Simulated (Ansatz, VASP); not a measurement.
**Ag in VASP and in Ansatz**

```
Ag
1.0
     2.81280    0.00000    0.00000
    -1.40640    2.63895    0.00000
     0.00000    0.00000    4.79000
Ag
2
Direct
  0.33333 0.66667 0.25000
  0.66667 0.33333 0.75000
```

Change from the starting cell: strain -0.0400 x Voigt [1, -1, 0, 0, 0, 0], atoms carried along.

Alike in both runs: task single point; functional PBEsol; k mesh 18 × 18 × 10; occupations gaussian, width 0.15 eV; no spin polarisation.

|  | VASP | Ansatz |
| --- | --- | --- |
| version | VASP 6.6.1 | Ansatz 0.2.0 |
| potentials or method | VASP PAW PBE potentials, release 64 (Ag), cutoff 520 eV | scalar-relativistic, plane waves, PAW |
| valence electrons in the cell | 22 | 38 |

Ansatz gave:

```
gap on the k mesh at the Fermi level (eV)                     : none
pressure (GPa)                                                : -5.8
traceless stress, the component that is largest in VASP (GPa) : -2.86
rms of the force components (eV/Å)                            : 0.044
```

Estimate VASP's values.

gap on the k mesh at the Fermi level (eV): none; pressure (GPa): -5.9; traceless stress, the component that is largest in VASP (GPa): -2.84; rms of the force components (eV/Å): 0.044.

VASP's potentials were made for PBE, not for PBEsol. Atom by atom the forces differ by 0.000 eV/Å (rms over components). A gap of «none» marks a metal or a gap that the smearing closes. With one functional, cell and mesh, what is left measures potentials, basis and numerics. VASP's potentials hold 22 valence electrons a cell and Ansatz's 38, so a difference there can come from the potentials and not from the codes.
